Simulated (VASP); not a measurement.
The system is CoSi2.

```
Co Si
1.0
     0.00000    2.68250    2.68250
     2.68250    0.00000    2.68250
     2.68250    2.68250    0.00000
Co Si
1 2
Cartesian
  0.0000 0.0000 0.0000
  1.3413 1.3413 1.3413
  4.0237 4.0237 4.0237
```

Program: VASP 6.6.1. Alike in all runs: task single point; no spin polarisation; cell as given; cutoff (eV) 520.

Order these runs on this cell by their pressure, lowest first.
A. level PBEsol; potentials or basis VASP PAW PBE potentials, release 64 (Co, Si); k mesh 6 × 6 × 6; smearing gaussian 0.1 eV
B. level LDA+U; potentials or basis VASP PAW LDA potentials, release 64 (Co, Si); U Co d U = 3.7 eV; k mesh 2 × 2 × 2; smearing fermi-dirac 0.025852 eV
C. level PBE+U; potentials or basis VASP PAW PBE potentials, release 64 (Co, Si); U Co d U = 6.4 eV; k mesh 6 × 6 × 6; smearing methfessel-paxton 0.29 eV
D. level PBE; potentials or basis VASP PAW PBE potentials, release 64 (Co, Si); k mesh 6 × 6 × 6; smearing gaussian 0.1 eV
E. level RPBE; potentials or basis VASP PAW PBE potentials, release 64 (Co, Si); k mesh 3 × 4 × 4; smearing gaussian 0.22 eV

B (-16.5 GPa), C (-8.2 GPa), A (-5.3 GPa), D (-0.7 GPa), E (1.7 GPa).

Caveats: some runs use coarse meshes; the PAW data sets were made with another functional, which shifts forces and pressure a little (some runs); U without spin polarisation on a metal has little footing (some runs); the U is typed as a test and isn't derived for this compound (some runs).
